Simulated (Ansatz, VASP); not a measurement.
**KCl in VASP and in Ansatz**

```xyz
2
Lattice="3.7430 0.0000 0.0000 0.0000 3.7430 0.0000 0.0000 0.0000 3.6340" Properties=species:S:1:pos:R:3 pbc="T T T"
K     0.0000    0.0000    0.0000
Cl    1.8715    1.8715    1.8170
```

Change from the starting cell: equal xx and yy strain of +3 %.

Alike in both runs: task single point; functional PBE; k mesh 7 × 7 × 7; occupations fermi-dirac, width 0.02 eV; no spin polarisation.

```csv
,VASP,Ansatz
version,VASP 6.6.1,Ansatz 0.2.0
potentials or method,"VASP PAW PBE potentials, release 64 (K_sv, Cl), cutoff 520 eV","all-electron LAPW, scalar-relativistic"
```

Ansatz gave:

| Property | Result |
| --- | --- |
| gap on the k mesh at the Fermi level (eV) | 5.18 |
| pressure (GPa) | 2.5 |
| traceless stress, the component that is largest in VASP (GPa) | 0.97 |

Q: Which values does VASP return?

A: gap on the k mesh at the Fermi level (eV): 5.18; pressure (GPa): 2.5; traceless stress, the component that is largest in VASP (GPa): 0.96.

Ansatz ran all-electron here, and VASP with PAW potentials.
